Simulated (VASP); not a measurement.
# SiO2 (I-42d) in VASP: further runs, part 2 of 2

VASP 6.6.1. The steps go on from the part before.

**3. Single point, PBE (14.21 Å³/atom)**

This run uses another cell than the first one, of 14.21 Å³/atom.

File INCAR:

```
ALGO = Normal
EDIFF = 1E-6
ENCUT = 520
GGA = PE
ISIF = 2
ISMEAR = -1
LASPH = True
LCHARG = False
LREAL = False
LWAVE = False
NBANDS = 25
NELM = 80
PREC = Accurate
SIGMA = 0.03
```

File KPOINTS:

```
k-points
0
Gamma
  7 7 7
```

File POSCAR:

```
SiO2
1.0
   -2.3819372672      2.3819372672      3.7564386296
    2.3819372672     -2.3819372672      3.7564386296
    2.3819372672      2.3819372672     -3.7564386296
Si O
2 4
Direct
    0.0000000000      0.0000000000      0.0000000000
    0.7500000000      0.2500000000      0.5000000000
    0.9983800000      0.6250000000      0.8733800000
    0.3750000000      0.2483800000      0.3733800000
    0.7516200000      0.1250000000      0.1266200000
    0.8750000000      0.0016200000      0.6266200000
```

Potentials or basis: VASP PAW PBE potentials, release 64 (Si, O).

Started as:

```
$ cat potpaw_PBE.64/Si/POTCAR potpaw_PBE.64/O/POTCAR > POTCAR
$ mpirun -np 1 vasp_std > vasp.out
```

OUTCAR:

```text
EDIFF = 1E-6
   ENCUT = 520
   GGA = PE
   ISIF = 2
   ISMEAR = -1
   LASPH = True
   LREAL = False
   NELM = 80
   PREC = Accurate

 ion  position               nearest neighbor table
   1  0.000  0.000  0.000-   4 1.63   5 1.63   6 1.63   3 1.63   2 3.03   2 3.03   2 3.03   2 3.03

   2  0.750  0.250  0.500-   3 1.63   5 1.63   6 1.63   4 1.63   1 3.03   1 3.03   1 3.03   1 3.03

   3  0.998  0.625  0.873-   2 1.63   1 1.63
   4  0.375  0.248  0.373-   1 1.63   2 1.63
   5  0.752  0.125  0.127-   1 1.63   2 1.63
   6  0.875  0.002  0.627-   1 1.63   2 1.63

  LATTYP: Found a body centered tetragonal cell.
 ALAT       =     4.7638745344
 C/A-ratio  =     1.5770518734

  Lattice vectors:

 A1 = (  -2.3819372672,   2.3819372672,   3.7564386296)
 A2 = (   2.3819372672,  -2.3819372672,   3.7564386296)
 A3 = (   2.3819372672,   2.3819372672,  -3.7564386296)

Analysis of symmetry for initial positions (statically):
=====================================================================
 Subroutine PRICEL returns:
 Original cell was already a primitive cell.

 Routine SETGRP: Setting up the symmetry group for a
 body centered tetragonal supercell.

 Subroutine GETGRP returns: Found  8 space group operations
 (whereof  4 operations were pure point group operations)
 out of a pool of 16 trial point group operations.

The static configuration has the point symmetry S_4 .
 The point group associated with its full space group is D_2d.

Analysis of symmetry for dynamics (positions and initial velocities):
=====================================================================
 Subroutine PRICEL returns:
 Original cell was already a primitive cell.

 Routine SETGRP: Setting up the symmetry group for a
 body centered tetragonal supercell.

 Subroutine GETGRP returns: Found  8 space group operations
 (whereof  4 operations were pure point group operations)
 out of a pool of 16 trial point group operations.

The dynamic configuration has the point symmetry S_4 .
 The point group associated with its full space group is D_2d.

 Subroutine INISYM returns: Found  8 space group operations
 (whereof  4 operations are pure point group operations),
 and found     1 'primitive' translations

----------------------------------------------------------------------------------------

                                     Primitive cell

  volume of cell :      85.2505

  direct lattice vectors                    reciprocal lattice vectors
    -2.381937267  2.381937267  3.756438630     0.000000000  0.209913169  0.133104797
     2.381937267 -2.381937267  3.756438630     0.209913169  0.000000000  0.133104797
     2.381937267  2.381937267 -3.756438630     0.209913169  0.209913169  0.000000000

  length of vectors
     5.045600209  5.045600209  5.045600209     0.248556684  0.248556684  0.296862050

  position of ions in fractional coordinates (direct lattice)
     0.000000000  0.000000000  0.000000000
     0.750000000  0.250000000  0.500000000
     0.998380000  0.625000000  0.873380000
[... 34 lines left out ...]
 Subroutine IBZKPT returns following result:
 ===========================================

 Found     40 irreducible k-points:

 Following reciprocal coordinates:
            Coordinates               Weight
  0.000000  0.000000  0.000000      1.000000
  0.142857  0.000000 -0.000000      8.000000
  0.285714  0.000000  0.000000      8.000000
  0.428571  0.000000  0.000000      8.000000
  0.142857  0.142857 -0.000000      8.000000
  0.285714  0.142857 -0.000000     16.000000
[... 16 lines left out ...]
 -0.142857  0.285714  0.142857      8.000000
 -0.428571  0.428571  0.142857      8.000000
 [... further k-points ...]
   k-points           NKPTS =     40   k-points in BZ     NKDIM =     40   number of bands    NBANDS=     25
   number of dos      NEDOS =    301   number of ions     NIONS =      6
   total plane-waves  NPLWV =  64000
   dimension x,y,z NGX =    40 NGY =   40 NGZ =   40
   dimension x,y,z NGXF=    80 NGYF=   80 NGZF=   80
   ions per type =               2   4
   NGX,Y,Z   is equivalent  to a cutoff of  13.18, 13.18, 13.18 a.u.
   NGXF,Y,Z  is equivalent  to a cutoff of  26.36, 26.36, 26.36 a.u.
 SYSTEM =  unknown system
   PREC   = accura    normal or accurate (medium, high low for compatibility)
   ISTART =      0    job   : 0-new  1-cont  2-samecut
   ICHARG =      2    charge: 1-file 2-atom 10-const
   ISPIN  =      1    spin polarized calculation?
   LNONCOLLINEAR =      F non collinear calculations
   LSORBIT =      F    spin-orbit coupling
   LASPH  =      T    aspherical Exc in radial PAW
   ENCUT  =  520.0 eV  38.22 Ry    6.18 a.u.   9.38  9.38  9.38*2*pi/ulx,y,z
   NELM   =     80;   NELMIN=  2; NELMDL= -5     # of ELM steps
   EDIFF  = 0.1E-05   stopping-criterion for ELM
   LREAL  =      F    real-space projection
   EDIFFG = 0.1E-04   stopping-criterion for IOM
   NSW    =      0    number of steps for IOM
   IBRION =     -1    ionic relax: 0-MD 1-quasi-New 2-CG
   NFREE  =      0    steps in history (QN), initial steepest desc. (CG)
   ISIF   =      2    stress and relaxation
   ISYM   =      2    0-nonsym 1-usesym 2-fastsym
   POTIM  = 0.5000    time-step for ionic-motion
   TEBEG  =    0.0;   TEEND  =   0.0 temperature during run
   PSTRESS=    0.0 pullay stress
   NELECT =      32.0000    total number of electrons
   NUPDOWN=      -1.0000    fix difference up-down
   EMIN   =  10.00;   EMAX   =-10.00  energy-range for DOS
   EFERMI =   0.00;   METHOD = LEGACY
   ISMEAR =    -1;   SIGMA  =   0.03  broadening in eV -4-tet -1-fermi 0-gaus
   EFERMI_NEDOS =   21; number of points for ismear=-14 and -15
   IALGO  =     38    algorithm
   IMIX   =      4    mixing-type and parameters
     AMIX     =   0.40;   BMIX     =  1.00
     AMIX_MAG =   1.60;   BMIX_MAG =  1.00
  volume/ion in A,a.u.               =      14.21        95.88
  Fermi-wavevector in a.u.,A,eV,Ry     =   1.180935  2.231643 18.974774  1.394607
  Thomas-Fermi vector in A             =   2.317218
   LORBIT       =      0    0 simple, 1 ext, 2 COOP (PROOUT), +10 PAW based schemes
   GGA     = PE    functional components
   LHFCALC =     F    Hartree Fock is set to
   AEXX    =    0.0000 exact exchange contribution
   IVDW    =     0    specifies the selected vdW correction
   LEPSILON=     F    determine dielectric tensor
   LRPA    =     F    only Hartree local field effects (RPA)
 non-spin polarized calculation
  energy-cutoff  :      520.00
  volume of cell :       85.25
 maximum number of plane-waves:      2325
 NGX is ok and might be reduce to    40
   NGX = 19   NGY = 19   NGZ = 19

 number of electron      32.0000014 magnetization

 Free energy of the ion-electron system (eV)
  ---------------------------------------------------
  ext. energy  EPLUGINS =         0.00000000
  ---------------------------------------------------
  free energy    TOTEN  =       -47.40688353 eV

  energy without entropy =      -47.40688353  energy(sigma->0) =      -47.40688353

 E-fermi :   0.4534     XC(G=0):  -8.5080

 val. band max:       -0.1871931571   @ k =   0.0000   0.0000   0.0000
 cond. band min:       5.7855867829   @ k =   0.0000   0.0000   0.0000
 fundamental gap:      5.9727799400
 Fermi energy:         0.4533789071

 k-point     1 :       0.0000    0.0000    0.0000
  band No.  band energies     occupation
      1     -19.2397      2.00000
      2     -17.1558      2.00000
      3     -17.1362      2.00000
      4     -17.1362      2.00000
      5      -8.9542      2.00000
      6      -5.4214      2.00000
[... 661 lines left out ...]
     24      12.7126      0.00000
     25      13.0225      0.00000

 [... further k-points ...]

------------------------ aborting loop because EDIFF is reached ----------------------------------------

  FORCE on cell =-STRESS in cart. coord.  units (eV):
  Direction    XX          YY          ZZ          XY          YZ          ZX
  --------------------------------------------------------------------------------------
  -------------------------------------------------------------------------------------
  Total        1.3917718      1.3917718      0.3658494      0.0000000     -0.0000000      0.0000000
  in kB       26.1566245     26.1566245      6.8756848      0.0000000     -0.0000000      0.0000000
  external PRESSURE =      19.7296446 kB  Pullay stress =       0.0000000 kB

 VOLUME and BASIS-vectors are now :
 -----------------------------------------------------------------------------
  energy-cutoff  :      520.00
  volume of cell :       85.25
      direct lattice vectors                 reciprocal lattice vectors
    -2.381937267  2.381937267  3.756438630     0.000000000  0.209913169  0.133104797
     2.381937267 -2.381937267  3.756438630     0.209913169  0.000000000  0.133104797
     2.381937267  2.381937267 -3.756438630     0.209913169  0.209913169  0.000000000

 POSITION                                       TOTAL-FORCE (eV/Angst)
 -----------------------------------------------------------------------------------
      0.00000      0.00000      0.00000         0.000000     -0.000000      0.000000
     -0.00000      2.38194      1.87822         0.000000     -0.000000     -0.000000
      1.19097      2.96970      2.81733         0.000000      0.006105      0.000000
      0.58777      1.19097      0.93911         0.006105     -0.000000      0.000000
     -1.19097      1.79417      2.81733         0.000000     -0.006105      0.000000
     -0.58777      3.57291      0.93911        -0.006105     -0.000000      0.000000
 -----------------------------------------------------------------------------------
    total drift:                                0.000002      0.000002      0.000002

  FREE ENERGIE OF THE ION-ELECTRON SYSTEM (eV)
  ---------------------------------------------------
  free  energy   TOTEN  =       -47.4068835265 eV

  energy  without entropy=      -47.4068835265  energy(sigma->0) =      -47.40688353
```

stdout:

```text
POSCAR found type information on POSCAR SiO
 POSCAR found :  2 types and       6 ions
 scaLAPACK will be used
 LDA part: xc-table for (Slater+PW92), standard interpolation
 POSCAR, INCAR and KPOINTS ok, starting setup
 FFT: planning ... GRIDC
 FFT: planning ... GRID_SOFT
 FFT: planning ... GRID
 WAVECAR not read
 entering main loop
```

It took 75 s on 1 thread of Intel Xeon Platinum 8259CL at 2.50GHz (Skylake/Cascade Lake), shared host; peak memory 0.26 GiB.

Results:

| Quantity | Value |
| --- | --- |
| Free energy | -47.4069 eV |
| Pressure | 2.0 GPa |
| Largest force | 0.006 eV/Å |
| Band gap on the k mesh | 5.97 eV |

Forces on the atoms (eV/Å):
```
Si   0.000  0.000  0.000
Si   0.000  0.000  0.000
O    0.000  0.006  0.000
O    0.006  0.000  0.000
O    0.000 -0.006  0.000
O   -0.006  0.000  0.000
```

Stress tensor (GPa, compression positive):
```
2.62 0.00 0.00
0.00 2.62 0.00
0.00 0.00 0.69
```

Levels at points of the mesh, in eV from the valence-band top:
| k point | band 13 | band 14 | band 15 | band 16 | band 17 | band 18 | band 19 | band 20 |
| --- | --- | --- | --- | --- | --- | --- | --- | --- |
| (0.00, 0.00, 0.00) | -1.31 | -1.04 | 0.00 | 0.00 | 5.97 | 8.68 | 11.25 | 11.25 |

Caveat: an odd mesh through Γ misses points on the zone boundary, where band edges can lie.

**4. Single point, PBE (14.63 Å³/atom)**

This run uses another cell than the first one, of 14.63 Å³/atom.

File INCAR:

```
SYSTEM = SiO2
PREC = Accurate
ENCUT = 520
EDIFF = 1E-6
ISMEAR = -1
SIGMA = 0.03
LREAL = .FALSE.
LASPH = .TRUE.
NELM = 80
ALGO = Normal
ISIF = 2
LWAVE = .FALSE.
LCHARG = .FALSE.
GGA = PE
NBANDS = 25
```

File KPOINTS:

```
Automatic mesh
0
G
  7 7 7
  0 0 0
```

POSCAR, as its differences from that of step 3:

```diff
@@ -2,5 +2,5 @@
 1.0
-   -2.3819372672      2.3819372672      3.7564386296
-    2.3819372672     -2.3819372672      3.7564386296
-    2.3819372672      2.3819372672     -3.7564386296
+   -2.4052910826      2.4052910826      3.7932688079
+    2.4052910826     -2.4052910826      3.7932688079
+    2.4052910826      2.4052910826     -3.7932688079
 Si O
```

Started as:

```
$ cat potpaw_PBE.64/Si/POTCAR potpaw_PBE.64/O/POTCAR > POTCAR
$ mpirun -np 1 vasp_std > vasp.out
```

It took 77 s on 1 thread of Intel Xeon Platinum 8259CL at 2.50GHz (Skylake/Cascade Lake), shared host; peak memory 0.25 GiB.

Results (log left out):

```
Free energy            : -47.4033 eV
Pressure               : -2.7 GPa
Largest force          : 0.345 eV/Å
Band gap on the k mesh : 5.76 eV
```

Forces in eV/Å, atoms in the order of the input:
```
Si   0.000  0.000  0.000
Si   0.000  0.000  0.000
O    0.000 -0.345  0.000
O   -0.345  0.000  0.000
O    0.000  0.345  0.000
O    0.345  0.000  0.000
```

Stress tensor (GPa, compression positive):
```
-2.00  0.00  0.00
 0.00 -2.00  0.00
 0.00  0.00 -4.07
```

Levels at points of the mesh, in eV from the valence-band top:
```
           k point  band 12  band 13  band 14  band 15  band 16  band 17  band 18  band 19  band 20  band 21
(0.00, 0.00, 0.00)    -1.30    -1.27    -1.06     0.00     0.00     5.76     8.56    10.96    10.99    10.99
```

Caveat: an odd mesh through Γ misses points on the zone boundary, where band edges can lie.

**5. The runs side by side**

| cell | gap on the mesh (eV) | pressure (GPa) | largest force (eV/Å) |
| --- | --- | --- | --- |
| a = 4.995 Å, angles 123.7, 123.7, 83.8°, 6 atoms | 6.18 | 7.4 | 0.40 |
| a = 5.046 Å, angles 123.7, 123.7, 83.8°, 6 atoms | 5.97 | 2.0 | 0.01 |
| a = 5.095 Å, angles 123.7, 123.7, 83.8°, 6 atoms | 5.76 | -2.7 | 0.35 |

Alike in all rows: task single point; level PBE; potentials or basis VASP PAW PBE potentials, release 64 (Si, O); no spin polarisation; k mesh 7 × 7 × 7; cutoff (eV) 520; smearing fermi-dirac 0.03 eV.

Caveats: an odd mesh through Γ misses points on the zone boundary, where band edges can lie; the cell stands under pressure (at least some runs).

Total energies depend on the potentials used, so only differences within one code and one set of settings carry meaning.
